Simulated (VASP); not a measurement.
Runs of VASP 6.6.1 on Ti. The structure is that of space group P6_3/mmc (No. 194), or close to it. The cells are those of the table. 

| cell | gap on the mesh (eV) | pressure (GPa) |
| --- | --- | --- |
| a = 2.848, b = 2.848, c = 4.518 Å, angles 90.0, 90.0, 120.0°, 2 atoms | none | 1.6 |
| a = 2.998, b = 2.998, c = 4.757 Å, angles 90.0, 90.0, 120.0°, 2 atoms | none | (a) |
| a = 2.974, b = 2.974, c = 4.719 Å, angles 90.0, 90.0, 120.0°, 2 atoms | none | (b) |
| a = 2.874, b = 2.874, c = 4.560 Å, angles 90.0, 90.0, 120.0°, 2 atoms | none | -1.9 |
| a = 2.900, b = 2.900, c = 4.601 Å, angles 90.0, 90.0, 120.0°, 2 atoms | none | -4.9 |

Alike in all rows: task single point; level LDA; potentials or basis VASP PAW LDA potentials, release 64 (Ti_sv); no spin polarisation; k mesh 11 × 11 × 6; cutoff (eV) 520; smearing methfessel-paxton 0.1 eV.

Estimate the missing entries.

(a) -13.8; (b) -12.0.

A gap of «none» marks levels without a gap at the run's occupations.
